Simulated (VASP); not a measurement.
RbCl: single point with RPBE

RbCl:

```
CELL_PARAMETERS angstrom
0.00000 3.30690 3.30690
3.30690 0.00000 3.30690
3.30690 3.30690 0.00000
ATOMIC_POSITIONS crystal
Rb 0.50000 0.50000 0.50000
Cl 0.00000 0.00000 0.00000
```

```
Program             : VASP 6.6.1
Task                : single point
Functional          : RPBE
Potentials or basis : VASP PAW PBE potentials, release 64 (Rb_sv, Cl)
Cutoff              : 500 eV
k mesh              : 6 × 6 × 6
Occupations         : gaussian, width 0.05 eV
Spin                : no spin polarisation
```

```json
{
 "Pressure": "2.0 GPa",
 "Band gap on the k mesh": "5.29 eV"
}
```

Levels at points of the mesh, in eV from the valence-band top:
| k point | band 4 | band 5 | band 6 | band 7 | band 8 | band 9 | band 10 | band 11 | band 12 | band 13 |
| --- | --- | --- | --- | --- | --- | --- | --- | --- | --- | --- |
| (0.00, 0.00, 0.00) | -8.06 | -8.06 | 0.00 | 0.00 | 0.00 | 5.29 | 8.17 | 8.17 | 8.17 | 9.08 |
| (0.50, 0.00, 0.00) | -8.07 | -8.04 | -0.79 | -0.31 | -0.31 | 8.02 | 8.19 | 10.25 | 10.25 | 11.51 |
| (0.50, 0.50, 0.00) | -8.15 | -8.15 | -0.30 | -0.10 | -0.10 | 6.48 | 8.25 | 9.99 | 10.12 | 10.44 |

Run time: 21 s on 1 thread of Intel(R) Xeon(R) Platinum 8488C (Sapphire Rapids), with other jobs on the host, peak memory 0.2 GiB.

Caveat: the PAW data sets were made with another functional, which shifts forces and pressure a little.
